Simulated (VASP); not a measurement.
# Cd2S (P3m1) in VASP: a series of runs, part 2 of 2

VASP 6.6.1.

### Step 4. Single point, LDA (24.75 Å³/atom)

This run uses another cell than the first one, of 24.75 Å³/atom.

The input, INCAR:

```
PREC     = Accurate       # precision mode
ENCUT    = 520            # plane-wave cutoff, eV
EDIFF    = 1E-6           # SCF threshold, eV
ISMEAR   = -1             # smearing method
SIGMA    = 0.05           # smearing width, eV
LREAL    = F              # projectors in reciprocal space
LASPH    = T              # aspherical terms in the spheres
NELM     = 100            # most SCF steps
ALGO     = Normal         # electronic algorithm
ISIF     = 2              # what is computed and relaxed
LWAVE    = F              # write WAVECAR
LCHARG   = F              # write CHGCAR
NBANDS   = 22             # bands
```

The input, KPOINTS:

```
Automatic mesh
0
Gamma
  8 8 5
```

The input, POSCAR:

```
Cd2S
1.0
    3.8817765334      0.0000000000      0.0000000000
   -1.9408882667      3.3617170898      0.0000000000
    0.0000000000      0.0000000000      5.6906037861
Cd S
2 1
Direct
    0.3333333333      0.6666666667      0.9327170000
    0.6666666667      0.3333333333      0.5787350000
    0.3333333333      0.6666666667      0.3657050000
```

Potentials or basis: VASP PAW LDA potentials, release 64 (Cd, S).

Started as:

```bash
$ cat potpaw_LDA.64/Cd/POTCAR potpaw_LDA.64/S/POTCAR > POTCAR
$ mpirun -np 1 vasp_std > vasp.out
```

OUTCAR:

```text
PREC = Accurate
   ENCUT = 520
   EDIFF = 1E-6
   ISMEAR = -1
   LREAL = F
   LASPH = T
   NELM = 100
   ISIF = 2

 ion  position               nearest neighbor table
   1  0.333  0.667  0.933-   3 2.46   2 3.01   2 3.01   2 3.01   3 3.23
   2  0.667  0.333  0.579-   3 2.55   3 2.55   3 2.55   1 3.01   1 3.01   1 3.01
   3  0.333  0.667  0.366-   1 2.46   2 2.55   2 2.55   2 2.55   1 3.23

  LATTYP: Found a hexagonal cell.
 ALAT       =     3.8817765334
 C/A-ratio  =     1.4659792333

  Lattice vectors:

 A1 = (   3.8817765334,   0.0000000000,   0.0000000000)
 A2 = (  -1.9408882667,   3.3617170898,   0.0000000000)
 A3 = (   0.0000000000,   0.0000000000,   5.6906037861)

Analysis of symmetry for initial positions (statically):
=====================================================================
 Subroutine PRICEL returns:
 Original cell was already a primitive cell.

 Routine SETGRP: Setting up the symmetry group for a
 hexagonal supercell.

 Subroutine GETGRP returns: Found  6 space group operations
 (whereof  6 operations were pure point group operations)
 out of a pool of 24 trial point group operations.

The static configuration has the point symmetry C_3v.

Analysis of symmetry for dynamics (positions and initial velocities):
=====================================================================
 Subroutine PRICEL returns:
 Original cell was already a primitive cell.

 Routine SETGRP: Setting up the symmetry group for a
 hexagonal supercell.

 Subroutine GETGRP returns: Found  6 space group operations
 (whereof  6 operations were pure point group operations)
 out of a pool of 24 trial point group operations.

The dynamic configuration has the point symmetry C_3v.

 Subroutine INISYM returns: Found  6 space group operations
 (whereof  6 operations are pure point group operations),
 and found     1 'primitive' translations

----------------------------------------------------------------------------------------

                                     Primitive cell

  volume of cell :      74.2592

  direct lattice vectors                    reciprocal lattice vectors
     3.881776533  0.000000000  0.000000000     0.257614005  0.148733515  0.000000000
    -1.940888267  3.361717090  0.000000000     0.000000000  0.297467030  0.000000000
     0.000000000  0.000000000  5.690603786     0.000000000  0.000000000  0.175728277

  length of vectors
     3.881776533  3.881776533  5.690603786     0.297467030  0.297467030  0.175728277

  position of ions in fractional coordinates (direct lattice)
     0.333333333  0.666666667  0.932717000
     0.666666667  0.333333333  0.578735000
     0.333333333  0.666666667  0.365705000

  ion indices of the primitive-cell ions
   primitive index   ion index
                 1           1
                 2           2
                 3           3

----------------------------------------------------------------------------------------

 KPOINTS: Automatic mesh

Automatic generation of k-mesh.
 Grid dimensions read from file:
 generate k-points for:    8    8    5

 Generating k-lattice:

  Cartesian coordinates                     Fractional coordinates (reciprocal lattice)
     0.032201751  0.018591689  0.000000000     0.125000000  0.000000000  0.000000000
     0.000000000  0.037183379  0.000000000     0.000000000  0.125000000  0.000000000
     0.000000000  0.000000000  0.035145655     0.000000000  0.000000000  0.200000000

  Length of vectors
     0.037183379  0.037183379  0.035145655

  Shift w.r.t. Gamma in fractional coordinates (k-lattice)
     0.000000000  0.000000000  0.000000000

 Subroutine IBZKPT returns following result:
 ===========================================

 Found     40 irreducible k-points:

 Following reciprocal coordinates:
            Coordinates               Weight
  0.000000  0.000000  0.000000      1.000000
  0.125000 -0.000000  0.000000      6.000000
  0.250000 -0.000000  0.000000      6.000000
  0.375000 -0.000000  0.000000      6.000000
  0.500000 -0.000000  0.000000      3.000000
  0.125000  0.125000  0.000000      6.000000
[... 16 lines left out ...]
 -0.125000  0.500000  0.200000     12.000000
  0.250000  0.250000  0.200000     12.000000
 [... further k-points ...]
   k-points           NKPTS =     40   k-points in BZ     NKDIM =     40   number of bands    NBANDS=     22
   number of dos      NEDOS =    301   number of ions     NIONS =      3
   total plane-waves  NPLWV =  37800
   dimension x,y,z NGX =    30 NGY =   30 NGZ =   42
   dimension x,y,z NGXF=    60 NGYF=   60 NGZF=   84
   ions per type =               2   1
   NGX,Y,Z   is equivalent  to a cutoff of  12.85, 12.85, 12.27 a.u.
   NGXF,Y,Z  is equivalent  to a cutoff of  25.70, 25.70, 24.54 a.u.
 SYSTEM =  unknown system
   PREC   = accura    normal or accurate (medium, high low for compatibility)
   ISTART =      0    job   : 0-new  1-cont  2-samecut
   ICHARG =      2    charge: 1-file 2-atom 10-const
   ISPIN  =      1    spin polarized calculation?
   LNONCOLLINEAR =      F non collinear calculations
   LSORBIT =      F    spin-orbit coupling
   LASPH  =      T    aspherical Exc in radial PAW
   ENCUT  =  520.0 eV  38.22 Ry    6.18 a.u.   7.22  7.22 10.58*2*pi/ulx,y,z
   NELM   =    100;   NELMIN=  2; NELMDL= -5     # of ELM steps
   EDIFF  = 0.1E-05   stopping-criterion for ELM
   LREAL  =      F    real-space projection
   EDIFFG = 0.1E-04   stopping-criterion for IOM
   NSW    =      0    number of steps for IOM
   IBRION =     -1    ionic relax: 0-MD 1-quasi-New 2-CG
   NFREE  =      0    steps in history (QN), initial steepest desc. (CG)
   ISIF   =      2    stress and relaxation
   ISYM   =      2    0-nonsym 1-usesym 2-fastsym
   POTIM  = 0.5000    time-step for ionic-motion
   TEBEG  =    0.0;   TEEND  =   0.0 temperature during run
   PSTRESS=    0.0 pullay stress
   NELECT =      30.0000    total number of electrons
   NUPDOWN=      -1.0000    fix difference up-down
   EMIN   =  10.00;   EMAX   =-10.00  energy-range for DOS
   EFERMI =   0.00;   METHOD = LEGACY
   ISMEAR =    -1;   SIGMA  =   0.05  broadening in eV -4-tet -1-fermi 0-gaus
   EFERMI_NEDOS =   21; number of points for ismear=-14 and -15
   IALGO  =     38    algorithm
   IMIX   =      4    mixing-type and parameters
     AMIX     =   0.40;   BMIX     =  1.00
     AMIX_MAG =   1.60;   BMIX_MAG =  1.00
  volume/ion in A,a.u.               =      24.75       167.04
  Fermi-wavevector in a.u.,A,eV,Ry     =   1.210223  2.286989 19.927618  1.464639
  Thomas-Fermi vector in A             =   2.345776
   LORBIT       =      0    0 simple, 1 ext, 2 COOP (PROOUT), +10 PAW based schemes
   GGA     = CA    functional components
   LHFCALC =     F    Hartree Fock is set to
   AEXX    =    0.0000 exact exchange contribution
   IVDW    =     0    specifies the selected vdW correction
   LEPSILON=     F    determine dielectric tensor
   LRPA    =     F    only Hartree local field effects (RPA)
 non-spin polarized calculation
  energy-cutoff  :      520.00
  volume of cell :       74.26
 maximum number of plane-waves:      2015
 NGX is ok and might be reduce to    30
   NGX = 15   NGY = 15   NGZ = 21

 number of electron      30.0000016 magnetization

 Free energy of the ion-electron system (eV)
  ---------------------------------------------------
  ext. energy  EPLUGINS =         0.00000000
  ---------------------------------------------------
  free energy    TOTEN  =        -8.17360012 eV

  energy without entropy =       -8.17171133  energy(sigma->0) =       -8.17265573

 E-fermi :   1.6348     XC(G=0):  -9.9605

 val. band max:        1.5109400723   @ k =   0.3750   0.2500   0.2000
 cond. band min:       1.7188563728   @ k =   0.5000  -0.0000   0.2000
 fundamental gap:      0.2079163005
 Fermi energy:         1.6348391609

 k-point     1 :       0.0000    0.0000    0.0000
  band No.  band energies     occupation
      1     -11.3566      2.00000
      2      -6.9109      2.00000
      3      -6.9109      2.00000
      4      -6.8415      2.00000
      5      -6.8415      2.00000
      6      -6.7327      2.00000
[... 14 lines left out ...]
     21      10.0921      0.00000
     22      11.7207      0.00000
[... 552 lines left out ...]
  band No.  band energies     occupation
      1     -10.8953      2.00000
      2      -6.9995      2.00000
      3      -6.9311      2.00000
      4      -6.7462      2.00000
      5      -6.7262      2.00000
      6      -6.5711      2.00000
[... 14 lines left out ...]
     21       9.2745      0.00000
     22      10.0953      0.00000

 [... further k-points ...]

------------------------ aborting loop because EDIFF is reached ----------------------------------------

  FORCE on cell =-STRESS in cart. coord.  units (eV):
  Direction    XX          YY          ZZ          XY          YZ          ZX
  --------------------------------------------------------------------------------------
  -------------------------------------------------------------------------------------
  Total       -0.9318046     -0.9318046     -0.9694061      0.0000000     -0.0000000      0.0000000
  in kB      -20.1041354    -20.1041354    -20.9154065      0.0000000     -0.0000000      0.0000000
  external PRESSURE =     -20.3745591 kB  Pullay stress =       0.0000000 kB

 VOLUME and BASIS-vectors are now :
 -----------------------------------------------------------------------------
  energy-cutoff  :      520.00
  volume of cell :       74.26
      direct lattice vectors                 reciprocal lattice vectors
     3.881776533  0.000000000  0.000000000     0.257614005  0.148733515  0.000000000
    -1.940888267  3.361717090  0.000000000     0.000000000  0.297467030  0.000000000
     0.000000000  0.000000000  5.690603786     0.000000000  0.000000000  0.175728277

 POSITION                                       TOTAL-FORCE (eV/Angst)
 -----------------------------------------------------------------------------------
     -0.00000      2.24114      5.30772        -0.000000      0.000000     -0.151328
      1.94089      1.12057      3.29335         0.000000      0.000000      0.101781
     -0.00000      2.24114      2.08108         0.000000     -0.000000      0.049547
 -----------------------------------------------------------------------------------
    total drift:                                0.000000     -0.000000      0.000259

  FREE ENERGIE OF THE ION-ELECTRON SYSTEM (eV)
  ---------------------------------------------------
  free  energy   TOTEN  =        -8.1736001244 eV

  energy  without entropy=       -8.1717113310  energy(sigma->0) =       -8.17265573
```

Run time: 83 s. Hardware: 1 thread of Intel Xeon 8259CL, shared host; peak memory 0.19 GiB.

Results:

```
Free energy            : -8.1736 eV
Pressure               : -2.0 GPa
Largest force          : 0.151 eV/Å
Band gap on the k mesh : 0.21 eV (least direct gap 0.58 eV)
```

Forces in eV/Å, atoms in the order of the input:
```
Cd   0.000  0.000 -0.151
Cd   0.000  0.000  0.102
S    0.000  0.000  0.050
```

Caveat: an odd mesh through Γ misses points on the zone boundary, where band edges can lie.

### Step 5. Single point, LDA (25.28 Å³/atom)

This run uses another cell than the first one, of 25.28 Å³/atom.

The input, INCAR:

```
PREC = Accurate
ENCUT = 520
EDIFF = 1E-6
ISMEAR = -1
SIGMA = 0.05
LREAL = F
LASPH = T
NELM = 100
ALGO = Normal
ISIF = 2
LWAVE = F
LCHARG = F
NBANDS = 22
```

The input, KPOINTS:

```
regular mesh
0
Gamma
  8 8 5
```

The input, POSCAR:

```
Cd2S
1.0
    3.9091138886      0.0000000000      0.0000000000
   -1.9545569443      3.3853919338      0.0000000000
    0.0000000000      0.0000000000      5.7306797810
Cd S
2 1
Direct
    0.3333333333      0.6666666667      0.9327170000
    0.6666666667      0.3333333333      0.5787350000
    0.3333333333      0.6666666667      0.3657050000
```

Started as:

```bash
$ cat potpaw_LDA.64/Cd/POTCAR potpaw_LDA.64/S/POTCAR > POTCAR
$ mpirun -np 1 vasp_std > vasp.out
```

It took 89 s on 1 thread of Intel Xeon 8259CL, shared host; peak memory 0.2 GiB.

The run converged. Its results:

```
Free energy            : -8.1490 eV
Pressure               : -3.0 GPa
Largest force          : 0.102 eV/Å
Band gap on the k mesh : 0.21 eV (least direct gap 0.57 eV)
```

Forces in eV/Å, atoms in the order of the input:
```
Cd   0.000  0.000 -0.102
Cd   0.000  0.000  0.014
S    0.000  0.000  0.088
```

Stress tensor (GPa, compression positive):
```
-2.81  0.00  0.00
 0.00 -2.81  0.00
 0.00  0.00 -3.39
```

Levels at points of the mesh, in eV from the valence-band top:
| k point | band 11 | band 12 | band 13 | band 14 | band 15 | band 16 | band 17 | band 18 | band 19 | band 20 |
| --- | --- | --- | --- | --- | --- | --- | --- | --- | --- | --- |
| (0.00, 0.00, 0.00) | -7.59 | -4.56 | -3.78 | -0.62 | -0.62 | 3.22 | 5.15 | 6.86 | 6.86 | 8.47 |
| (0.50, 0.00, 0.00) | -7.40 | -4.62 | -3.05 | -1.58 | -1.23 | 0.59 | 3.17 | 4.71 | 5.96 | 7.57 |

Caveat: an odd mesh through Γ misses points on the zone boundary, where band edges can lie.

### Step 6. Single point, LDA (25.81 Å³/atom)

This run uses another cell than the first one, of 25.81 Å³/atom.

The input, INCAR:

```
SYSTEM = Cd2S
PREC     = Accurate       ! precision mode
ENCUT    = 520            ! plane-wave cutoff, eV
EDIFF    = 1E-6           ! SCF threshold, eV
ISMEAR   = -1             ! smearing method
SIGMA    = 0.05           ! smearing width, eV
LREAL    = .FALSE.        ! projectors in reciprocal space
LASPH    = .TRUE.         ! aspherical terms in the spheres
NELM     = 60             ! most SCF steps
ALGO     = Normal         ! electronic algorithm
ISIF     = 2              ! what is computed and relaxed
LWAVE    = .FALSE.        ! write WAVECAR
LCHARG   = .FALSE.        ! write CHGCAR
GGA      = CA             ! functional
NBANDS   = 22             ! bands
```

The input, KPOINTS:

```
regular mesh
0
G
  8 8 5
  0 0 0
```

The input, POSCAR:

```
Cd2S
1.0
    3.9360741467      0.0000000000      0.0000000000
   -1.9680370733      3.4087402022      0.0000000000
    0.0000000000      0.0000000000      5.7702029595
Cd S
2 1
Direct
    0.3333333333      0.6666666667      0.9327170000
    0.6666666667      0.3333333333      0.5787350000
    0.3333333333      0.6666666667      0.3657050000
```

Potentials or basis: VASP PAW LDA potentials, release 64 (Cd, S).

Started as:

```bash
$ cat potpaw_LDA.64/Cd/POTCAR potpaw_LDA.64/S/POTCAR > POTCAR
$ mpirun -np 1 vasp_std > vasp.out
```

It took 87 s on 1 thread of Intel Xeon 8259CL, shared host; peak memory 0.2 GiB.

It converged, with:

| Quantity | Value |
| --- | --- |
| Free energy | -8.1155 eV |
| Pressure | -3.8 GPa |
| Largest force | 0.124 eV/Å |
| Band gap on the k mesh | 0.22 eV (least direct gap 0.57 eV) |

Forces in eV/Å, atoms in the order of the input:
```
Cd   0.000  0.000 -0.055
Cd   0.000  0.000 -0.069
S    0.000  0.000  0.124
```

Stress tensor (GPa, compression positive):
```
-3.50  0.00  0.00
 0.00 -3.50  0.00
 0.00  0.00 -4.53
```

Levels at points of the mesh, in eV from the valence-band top:
| k point | band 12 | band 13 | band 14 | band 15 | band 16 | band 17 | band 18 | band 19 |
| --- | --- | --- | --- | --- | --- | --- | --- | --- |
| (0.00, 0.00, 0.00) | -4.49 | -3.71 | -0.61 | -0.61 | 3.17 | 5.08 | 6.83 | 6.83 |
| (0.50, 0.00, 0.00) | -4.52 | -2.98 | -1.53 | -1.24 | 0.61 | 3.15 | 4.70 | 5.89 |

Caveat: the cell stands under tension; an odd mesh through Γ misses points on the zone boundary, where band edges can lie.

### Step 7. Overview

```tsv
level	potentials or basis	spin	cell	k mesh	grid for exact exchange (PRECFOCK)	share of exact exchange	screening parameter	gap on the mesh (eV)	pressure (GPa)	largest force (eV/Å)
PBEsol	VASP PAW PBE potentials, release 64 (Cd, S)	non-collinear, zero start, SOC	a = 3.963, b = 3.963, c = 5.809 Å, angles 90.0, 90.0, 120.0°, 3 atoms	8 × 8 × 5	-	-	-	-	-2.8	0.12
PBE-based screened hybrid with 20 % exact exchange	VASP PAW PBE potentials, release 64 (Cd, S)	off	a = 3.963, b = 3.963, c = 5.809 Å, angles 90.0, 90.0, 120.0°, 3 atoms	4 × 4 × 3	Normal	0.2	0.2 1/Å	1.08	-1.0	0.19
LDA	VASP PAW LDA potentials, release 64 (Cd, S)	off	a = 3.882, b = 3.882, c = 5.691 Å, angles 90.0, 90.0, 120.0°, 3 atoms	8 × 8 × 5	-	-	-	0.21	-2.0	0.15
LDA	VASP PAW LDA potentials, release 64 (Cd, S)	off	a = 3.909, b = 3.909, c = 5.731 Å, angles 90.0, 90.0, 120.0°, 3 atoms	8 × 8 × 5	-	-	-	0.21	-3.0	0.10
LDA	VASP PAW LDA potentials, release 64 (Cd, S)	off	a = 3.936, b = 3.936, c = 5.770 Å, angles 90.0, 90.0, 120.0°, 3 atoms	8 × 8 × 5	-	-	-	0.22	-3.8	0.12
```

Alike in all rows: task single point; cutoff (eV) 520; smearing fermi-dirac 0.05 eV.

Caveats: some runs use coarse meshes; an odd mesh through Γ misses points on the zone boundary, where band edges can lie (at least some runs); the PAW data sets were made with another functional, which shifts forces and pressure a little (at least some runs); the cell stands under tension (at least some runs).

Absolute energies hang on the potentials; compare differences alone.
